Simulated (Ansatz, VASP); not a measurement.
BaTiO3: VASP beside Ansatz

```xyz
5
Lattice="2.6943 1.5555 2.6608 -2.6943 1.5555 2.6608 0.0000 -3.1111 2.6608" Properties=species:S:1:pos:R:3 pbc="T T T"
Ba    0.0000    0.0000    0.0395
Ti    0.0000    0.0000    4.1444
O     0.0000   -1.5225    5.2008
O    -1.3185    0.7612    5.2008
O     1.3185    0.7612    5.2008
```

Alike in both runs: task single point; functional PBE; k mesh 6 × 6 × 6; occupations gaussian, width 0.05 eV; no spin polarisation.

```csv
,VASP,Ansatz
version,VASP 6.6.1,Ansatz 0.2.0
potentials or method,"VASP PAW PBE potentials, release 64 (Ba_sv, Ti_sv, O), cutoff 520 eV","scalar-relativistic, plane waves, PAW"
valence electrons in the cell,40,40
```

Ansatz gave:

- gap on the k mesh at the Fermi level (eV): 2.25
- least direct gap on the mesh (eV): 2.51
- pressure (GPa): 3.9
- traceless stress, the component that is largest in VASP (GPa): -23.14
- rms of the force components (eV/Å): 0.355

Question: Estimate VASP's values.

Answer: gap on the k mesh at the Fermi level (eV): 2.22; least direct gap on the mesh (eV): 2.50; pressure (GPa): 5.7; traceless stress, the component that is largest in VASP (GPa): -24.08; rms of the force components (eV/Å): 0.337.

Atom by atom the forces differ by 0.041 eV/Å (rms over components).

Spin-orbit coupling is off throughout.
